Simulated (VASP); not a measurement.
Be2ZnSe3, 6 atoms in the cell. It takes space group P6/mmm (No. 191, hexagonal). Conventional cell: a = 6.047 Å, b = 6.047 Å, c = 3.396 Å, α = 90.00°, β = 90.00°, γ = 120.00°. Be (site symmetry -6m2) has 6 Se at 2.44 Å within 3.2 Å. Zn (site symmetry 6/mmm) has 2 Zn at 3.40 Å and 12 Se at 3.47 Å and 6 Be at 3.49 Å within 4.5 Å. Se (site symmetry mmm) has 4 Be at 2.44 Å and 4 Se at 3.02 Å within 3.2 Å. 

```yaml
Program: VASP 6.6.1
Task: relaxation of cell and atoms
Functional: PBE
Potentials_or_basis: VASP PAW PBE potentials, release 64 (Be, Zn, Se)
Cutoff: 600 eV
k_mesh: 6 × 6 × 12
Occupations: gaussian, width 0.1 eV
Spin: no spin polarisation
Dipole_correction: no
Further_INCAR_settings: ALGO = Normal; EDIFF = 1e-06; IBRION = 2; EDIFFG = -0.01; NSW = 100; ISIF = 3
```

Potentials or basis: VASP PAW PBE potentials, release 64 (Be, Zn, Se).

The run is started by

```sh
$ cat potpaw_PBE.64/Be/POTCAR potpaw_PBE.64/Zn/POTCAR potpaw_PBE.64/Se/POTCAR > POTCAR
$ mpirun -np 1 vasp_std > vasp.out
```

Hardware: 1 thread of Intel Xeon 6975P-C, on a shared host.

**Question.** Estimate the wall time of this run.

**Answer.** Run time: 17 min on 1 thread of Intel Xeon 6975P-C, on a shared host, peak memory 0.36 GiB. Counts: scf iterations 123, k points 49, ion steps 15.
